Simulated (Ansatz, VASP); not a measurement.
Two plane-wave programs on BN

Contents of INCAR:

```
PREC     = Accurate       # precision mode
ENCUT    = 520            # plane-wave cutoff, eV
EDIFF    = 1E-6           # SCF threshold, eV
ISMEAR   = 0              # smearing method
SIGMA    = 0.05           # smearing width, eV
LREAL    = False          # projectors in reciprocal space
LASPH    = True           # aspherical terms in the spheres
NELM     = 100            # most SCF steps
ALGO     = Normal         # electronic algorithm
ISIF     = 2              # what is computed and relaxed
LWAVE    = False          # write WAVECAR
LCHARG   = True           # write CHGCAR
GGA      = PE             # functional
LELF     = True           # ELF
LVHAR    = True         
NBANDS   = 16             # bands
```

KPOINTS

```
Automatic mesh
0
Gamma
  12 12 6
```

Contents of POSCAR:

```
BN
1.0
    2.5539396017      0.0000000000      0.0000000000
   -1.2769698009      2.2117765748      0.0000000000
    0.0000000000      0.0000000000      4.2268550000
B N
2 2
Direct
    0.5492010853      0.3333333333      1.1416735109
    0.3333333333      0.6666666667      0.4997240000
    0.6666666667      0.3333333333      0.6252760000
    0.3333333333      0.6666666667      0.1252760000
```

Input for Ansatz:

```yaml
crystal:
  lattice:
    - [2.5539396017, 0.0, 0.0]
    - [-1.2769698009, 2.2117765748, 0.0]
    - [0.0, 0.0, 4.226855]
  atoms:
    - { symbol: B, position: [0.5492010853, 0.3333333333, 1.1416735109] }
    - { symbol: B, position: [0.3333333333, 0.6666666667, 0.499724] }
    - { symbol: "N", position: [0.6666666667, 0.3333333333, 0.625276] }
    - { symbol: "N", position: [0.3333333333, 0.6666666667, 0.125276] }
basis:
  ecutwfc: 420
kpoints:
  mp_grid: { grid: [12, 12, 6] }
hamiltonian:
  xc: pbe
scf:
  occupations: { method: gaussian, width: 0.05 }
output:
  forces: true
  stress: true
  eigenvalues: true
```

Alike in both runs: task single point; functional PBE; k mesh 12 × 12 × 6; occupations gaussian, width 0.05 eV; no spin polarisation.

```csv
,VASP,Ansatz
version,VASP 6.6.1,Ansatz 0.2.0
potentials or method,"VASP PAW PBE potentials, release 64 (B, N), cutoff 520 eV","scalar-relativistic, plane waves, PAW"
valence electrons in the cell,16,16
```

```csv
,VASP,Ansatz,Ansatz less VASP
gap on the k mesh at the Fermi level (eV),2.00,2.01,+0.011
least direct gap on the mesh (eV),3.58,3.59,+0.013
rms of the force components (eV/Å),5.935,5.916,-0.0187
```

Atom by atom the forces differ by 0.026 eV/Å (rms over components). With one functional, cell and mesh, what is left measures potentials, basis and numerics.
